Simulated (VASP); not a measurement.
Set up this calculation in VASP 6.6.1, as the native input.

```yaml
Task: single point
Functional: PBE
Potentials_or_basis: VASP PAW PBE potentials, release 64 (Cd, Bi_d, O)
Cutoff: 520 eV
k_mesh: 6 × 6 × 4
Occupations: gaussian, width 0.1 eV
Spin: no spin polarisation
Dipole_correction: no
Further_INCAR_settings: ALGO = Normal; EDIFF = 1e-07; NBANDS = 34
```

The structure of CdBiO4 lies in POSCAR:

```
CdBiO4
1.0
    3.7472105144      0.0000000000      0.0000000000
   -1.8736052572      3.2451794987      0.0000000000
    0.0000000000      0.0000000000      6.1849600276
Cd Bi O
1 1 4
Direct
    0.0000000000      0.0000000000      0.0000000000
    0.0000000000      0.0000000000      0.5000000000
    0.3333333333      0.6666666667      0.7484618625
    0.3333333333      0.6666666667      0.2515381375
    0.6666666667      0.3333333333      0.7484618625
    0.6666666667      0.3333333333      0.2515381375
```

The cell was generated, and may not be a known phase.

One way to write it, as run:

INCAR

```
SYSTEM = CdBiO4
PREC     = Accurate       ! precision mode
ENCUT    = 520            ! plane-wave cutoff, eV
EDIFF    = 1E-7           ! SCF threshold, eV
ISMEAR   = 0              ! smearing method
SIGMA    = 0.1            ! smearing width, eV
LREAL    = .False.        ! projectors in reciprocal space
LASPH    = .True.         ! aspherical terms in the spheres
NELM     = 80             ! most SCF steps
ALGO     = Normal         ! electronic algorithm
ISIF     = 2              ! what is computed and relaxed
LWAVE    = .False.        ! write WAVECAR
LCHARG   = .False.        ! write CHGCAR
GGA      = PE             ! functional
NBANDS   = 34             ! bands
```

KPOINTS

```
Automatic mesh
0
Gamma
  6 6 4
  0 0 0
```

Potentials or basis: VASP PAW PBE potentials, release 64 (Cd, Bi_d, O).

Command:

```sh
$ cat potpaw_PBE.64/Cd/POTCAR potpaw_PBE.64/Bi_d/POTCAR potpaw_PBE.64/O/POTCAR > POTCAR
$ mpirun -np 1 vasp_std > vasp.out
```

It gave:

```
Pressure               : 0.2 GPa
Largest force          : 0.004 eV/Å
Band gap on the k mesh : zero (an odd number of electrons rules out a gap without spin polarisation)
```

Caveat: spin-orbit coupling is left out, which moves the levels of the heavy elements; an odd number of electrons without spin polarisation forces a metal; a magnetic or distorted state may lie lower.

Wall time 85 s on 1 thread of Oxide Virtual Turin-like Processor (shared host), peak memory 0.18 GiB.
